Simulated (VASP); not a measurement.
The system is ScCdC4N4.

```
Sc Cd C N
1.0
     6.10779    0.00000    0.00000
     0.00000    6.10779    0.00000
     0.00000    0.00000    6.10779
Sc Cd C N
1 1 4 4
Direct
  0.00000 0.00000 0.00000
  0.50000 0.50000 0.50000
  0.19113 0.19113 0.19113
  0.19113 0.80887 0.80887
  0.80887 0.19113 0.80887
  0.80887 0.80887 0.19113
  0.30173 0.30173 0.30173
  0.30173 0.69827 0.69827
  0.69827 0.30173 0.69827
  0.69827 0.69827 0.30173
```

Base run:

```yaml
Program: VASP 6.6.1
Functional: PBE
Potentials_or_basis: VASP PAW PBE potentials, release 64 (Sc_sv, Cd, C, N)
Cutoff: 520 eV
k_mesh: 4 × 4 × 4
Occupations: gaussian, width 0.1 eV
Spin: no spin polarisation
```

Its results: band gap on the k mesh zero (an odd number of electrons rules out a gap without spin polarisation); pressure 9.4 GPa; largest force 2.446 eV/Å.

**Question.** The run is repeated on the same cell with these changes: spin from no spin polarisation to collinear spin, ferromagnetic start; further incar settings from ALGO = Normal; EDIFF = 1e-06; NBANDS = 40 to ALGO = Normal; EDIFF = 1e-07; NBANDS = 44. What comes out?

**Answer.** Band gap on the k mesh zero (filled and empty bands overlap); pressure 9.4 GPa; net moment 1.00 μB per cell; site moments Sc +0.42; Cd +0.01; C +0.01; N +0.05 μB; largest force 2.521 eV/Å.

Caveats: the cell stands under pressure; an odd number of electrons without spin polarisation forces a metal (at least some runs); a magnetic or distorted state may lie lower (at least some runs); forces of over 1 eV/Å act on the atoms, so gaps and moduli don't describe the material at rest (at least some runs).
